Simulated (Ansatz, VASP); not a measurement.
## Cd in VASP and in Ansatz

The input POSCAR:

```
Cd
1.0
    1.6931760000      0.9775600000      2.1864490000
   -1.6931760000      0.9775600000      2.1864490000
    0.0000000000     -1.9551100000      2.1864490000
Cd
1
Direct
    0.0000000000      0.0000000000      0.0000000000
```

The input INCAR.step1:

```
SYSTEM = Cd
PREC = Accurate
ENCUT = 520
ISMEAR = -1
SIGMA = 0.1
LREAL = .FALSE.
LASPH = .TRUE.
NELM = 150
MAGMOM = 0 0 0
LSORBIT = .TRUE.
GGA_COMPAT = .FALSE.
NBANDS = 23
GGA = PE
ALGO = Normal
EDIFF = 1E-4
LWAVE = .TRUE.
LCHARG = .FALSE.
```

File INCAR.step2:

```
SYSTEM = Cd
PREC = Accurate
ENCUT = 520
EDIFF = 1E-6
ISMEAR = -1
SIGMA = 0.1
LREAL = .FALSE.
LASPH = .TRUE.
NELM = 150
ALGO = Normal
ISIF = 2
LWAVE = .FALSE.
LCHARG = .TRUE.
MAGMOM = 0 0 0
LORBIT = 11
LSORBIT = .TRUE.
GGA_COMPAT = .FALSE.
LORBMOM = .TRUE.
METAGGA = R2SCAN
LMIXTAU = .TRUE.
LVHAR = .TRUE.
NBANDS = 23
ISTART = 1
```

File KPOINTS:

```
Automatic mesh
0
G
  10 10 10
  0 0 0
```

Input for Ansatz:

```yaml
crystal:
  lattice:
    - [1.693176, 0.97756, 2.186449]
    - [-1.693176, 0.97756, 2.186449]
    - [0.0, -1.95511, 2.186449]
  atoms:
    - { symbol: Cd, position: [0.0, 0.0, 0.0] }
  symmetry: { tolerance: 0.0003 }
kpoints:
  mp_grid: { grid: [10, 10, 10], shift: [0, 0, 0] }
  band_path:
    path:
      - [0.5, -0.29993085, 0.29993085]
      - [0.5, 0.0, 0.0]
      - [0.0, 0.0, 0.0]
      - [0.39996543, -0.39996543, 0.0]
    npoints: 17
magnetization:
  noncollinear: true
  spin_orbit: true
scf:
  occupations: { method: fermi_dirac }
  lower_state_search: "off"
  max_iter: 200
hamiltonian:
  pseudopotentials: { kind: paw_fr }
  xc: r2scan
basis:
  ecutwfc: 500
  fft_grid_basis: typed
output:
  forces: true
  stress: true
  eigenvalues: true
  bader: true
  populations: true
  elf: true
  write_potential: true
  volumetric_format: npy
  dos:
    e_range: [-12, 8]
    de: 0.05
    projected: { site_lists: { Cd: [Cd] } }
    method: { smearing: { sigma: 0.1, scheme: gaussian } }
checkpoint:
  read: saved_state
```

Alike in both runs: task single point; functional r2SCAN; k mesh 10 × 10 × 10; non-collinear spin, spin-orbit coupling.

```csv
,VASP,Ansatz
version,VASP 6.6.1,Ansatz 0.2.0
potentials or method,"VASP PAW PBE potentials, release 64 (Cd), cutoff 520 eV",PAW plane waves
occupations,"fermi-dirac, width 0.1 eV",fermi-dirac
valence electrons in the cell,12,20
```

|  | VASP | Ansatz | Ansatz less VASP |
| --- | --- | --- | --- |
| pressure (GPa) | 3.4 | 2.9 | -0.46 |
| traceless stress, the component that is largest in VASP (GPa) | 4.30 | 4.16 | -0.146 |
| net moment per atom (μB) | 0.00 | 0.00 | 0.000 |

VASP's potentials were made for PBE, not for r2SCAN. VASP's potentials hold 12 valence electrons a cell and Ansatz's 20, so a difference there can come from the potentials and not from the codes. Ansatz's warnings: structure snapped to symmetry.
